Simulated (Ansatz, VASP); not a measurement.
Given: the input of a run of Ansatz 0.2.0 on PbSe.

File input.yaml:

```yaml
crystal:
  lattice:
    - [0.0, 12.1587223602, 3.1665709534]
    - [3.1591840082, 0.0, 3.1665709534]
    - [3.1591840082, 12.1587223602, 0.0]
  atoms:
    - { symbol: Pb, position: [0.805267, 0.19073, 0.80927] }
    - { symbol: Pb, position: [0.19073, 0.805267, 0.194733] }
    - { symbol: Se, position: [0.295581, 0.674423, 0.325577] }
    - { symbol: Se, position: [0.674423, 0.295581, 0.704419] }
hamiltonian:
  xc: pbe
  pseudopotentials: { kind: paw }
kpoints:
  mp_grid: { grid: [6, 6, 6] }
scf:
  occupations: { method: fermi_dirac, width: 0.05 }
output:
  forces: true
  stress: true
  eigenvalues: true
```

Potentials or basis: Ansatz PAW.

Run with:

```sh
$ ansatz run input.yaml --threads 2 --pin off --max-ram 5120MiB --backend cpu --events-out ev --progress --plain --runs-dir out
```

Task: Set up the same calculation for VASP 6.6.1. Potentials there: VASP PAW PBE potentials, release 64 (Pb_d, Se).

Result: As run (the cutoff follows the program's own potentials):

INCAR

```
SYSTEM = PbSe
PREC     = Accurate       ! precision mode
ENCUT    = 520            ! plane-wave cutoff, eV
EDIFF    = 1E-7           ! SCF threshold, eV
ISMEAR   = -1             ! smearing method
SIGMA    = 0.05           ! smearing width, eV
LREAL    = .False.        ! projectors in reciprocal space
LASPH    = .True.         ! aspherical terms in the spheres
NELM     = 60             ! most SCF steps
ALGO     = Normal         ! electronic algorithm
ISIF     = 2              ! what is computed and relaxed
LWAVE    = .False.        ! write WAVECAR
LCHARG   = .False.        ! write CHGCAR
GGA      = PE             ! functional
NBANDS   = 28             ! bands
```

The input KPOINTS:

```
regular mesh
0
Gamma
  6 6 6
  0 0 0
```

File POSCAR:

```
PbSe
1.0
    0.0000000000     12.1587223602      3.1665709534
    3.1591840082      0.0000000000      3.1665709534
    3.1591840082     12.1587223602      0.0000000000
Pb Se
2 2
Direct
    0.8052670000      0.1907300000      0.8092700000
    0.1907300000      0.8052670000      0.1947330000
    0.2955810000      0.6744230000      0.3255770000
    0.6744230000      0.2955810000      0.7044190000
```

Potentials or basis: VASP PAW PBE potentials, release 64 (Pb_d, Se).

The run is started by

```sh
$ cat potpaw_PBE.64/Pb_d/POTCAR potpaw_PBE.64/Se/POTCAR > POTCAR
$ mpirun -np 1 vasp_std > vasp.out
```

Both were run:

|  | VASP | Ansatz | Ansatz less VASP |
| --- | --- | --- | --- |
| gap on the k mesh at the Fermi level (eV) | 1.67 | 1.67 | -0.001 |
| least direct gap on the mesh (eV) | 1.67 | 1.67 | -0.001 |
| pressure (GPa) | -0.8 | -0.8 | +0.01 |
| traceless stress, the component that is largest in VASP (GPa) | 0.11 | 0.10 | -0.012 |
| rms of the force components (eV/Å) | 0.109 | 0.113 | +0.0038 |

Atom by atom the forces differ by 0.004 eV/Å (rms over components). VASP's potentials hold 40 valence electrons a cell and Ansatz's 60, so a difference there can come from the potentials and not from the codes.

Neither program's run includes spin-orbit coupling.
